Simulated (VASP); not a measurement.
Wanted: the native input for a VASP 6.6.1 run.

```yaml
Task: single point
Functional: PBE
Potentials_or_basis: VASP PAW PBE potentials, release 64 (F, Na_pv, Br)
Cutoff: 600 eV
k_mesh: 6 × 6 × 4
Occupations: gaussian, width 0.01 eV
Spin: no spin polarisation
Dipole_correction: no
Further_INCAR_settings: ALGO = Normal; EDIFF = 1e-06; NBANDS = 22
```

The structure of Na2BrF lies in POSCAR:

```
Na2BrF
1.0
    3.8886856644      0.0000000000      0.0000000000
    0.0000000000      3.8886856644      0.0000000000
    0.0000000000      0.0000000000      5.4305677961
F Na Br
1 2 1
Direct
    0.0000000000      0.0000000000      0.0000000000
    0.0000000000      0.0000000000      0.5000000000
    0.5000000000      0.5000000000      0.0000000000
    0.5000000000      0.5000000000      0.5000000000
```

These files were run (other wordings do the same):

INCAR

```
SYSTEM = Na2BrF
  PREC = Accurate
  ENCUT = 600
  EDIFF = 1E-6
  ISMEAR = 0
  SIGMA = 0.01
  LREAL = .FALSE.
  LASPH = .TRUE.
  NELM = 120
  ALGO = Normal
  ISIF = 2
  LWAVE = .FALSE.
  LCHARG = .FALSE.
  GGA = PE
  NBANDS = 22
  GGA_COMPAT = .FALSE.
```

KPOINTS

```
regular mesh
0
G
  6 6 4
  0 0 0
```

Potentials or basis: VASP PAW PBE potentials, release 64 (F, Na_pv, Br).

Run with:

```console
$ cat potpaw_PBE.64/F/POTCAR potpaw_PBE.64/Na_pv/POTCAR potpaw_PBE.64/Br/POTCAR > POTCAR
$ mpirun -np 1 vasp_std > vasp.out
```

It gave:

| Item | Value |
| --- | --- |
| Pressure | 1.3 GPa |
| Band gap on the k mesh | 4.62 eV |

Wall time 32 s on 1 thread of Intel(R) Xeon(R) Platinum 8488C (Sapphire Rapids), with other jobs on the host, peak memory 0.24 GiB.
